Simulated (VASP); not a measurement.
A run of VASP 6.6.1 is set up as follows.

Contents of POSCAR:

```
HgP
1.0
    0.0625727451      2.8930693469      2.9081555538
    2.9252755698      0.0137480682      2.9569802308
    2.9135958318      2.9302142858      0.0254278062
Hg P
1 1
Direct
   -0.0012285763     -0.0075689073      0.0103185646
    0.2512285763      0.2575689073      0.2396814354
```

File INCAR.step1:

```
PREC = Accurate ; ENCUT = 520
ISMEAR = 0 ; SIGMA = 0.05
LREAL = F ; LASPH = T
NELM = 100 ; NBANDS = 16
GGA = PE ; ALGO = Normal
EDIFF = 1E-4 ; LWAVE = T
LCHARG = F
```

INCAR.step2

```
PREC = Accurate ; ENCUT = 520
EDIFF = 1E-6 ; ISMEAR = 0
SIGMA = 0.05 ; LREAL = F
LASPH = T ; NELM = 100
ALGO = Normal ; ISIF = 2
LWAVE = F ; LCHARG = F
METAGGA = R2SCAN ; LMIXTAU = T
NBANDS = 16 ; ISTART = 1
```

Contents of KPOINTS:

```
regular mesh
0
Gamma
  10 10 10
```

Potentials or basis: VASP PAW PBE potentials, release 64 (Hg, P).

The run is started by

```console
$ cat potpaw_PBE.64/Hg/POTCAR potpaw_PBE.64/P/POTCAR > POTCAR
$ cp INCAR.step1 INCAR
$ mpirun -np 1 vasp_std > vasp.out
$ cp INCAR.step2 INCAR
$ mpirun -np 1 vasp_std > vasp.out
```

(1) What does it give for the band gap on the k mesh?

(2) Predict the largest force.

(3) What does it give for the pressure?

Results:

(1) zero (an odd number of electrons rules out a gap without spin polarisation).

(2) 0.356 eV/Å.

(3) 0.9 GPa.

Caveat: the cell differs from its parent crystal (atoms moved at random and the cell strained at random); the PAW data sets were made with another functional, which shifts forces and pressure a little; spin-orbit coupling is left out, which moves the levels of the heavy elements.
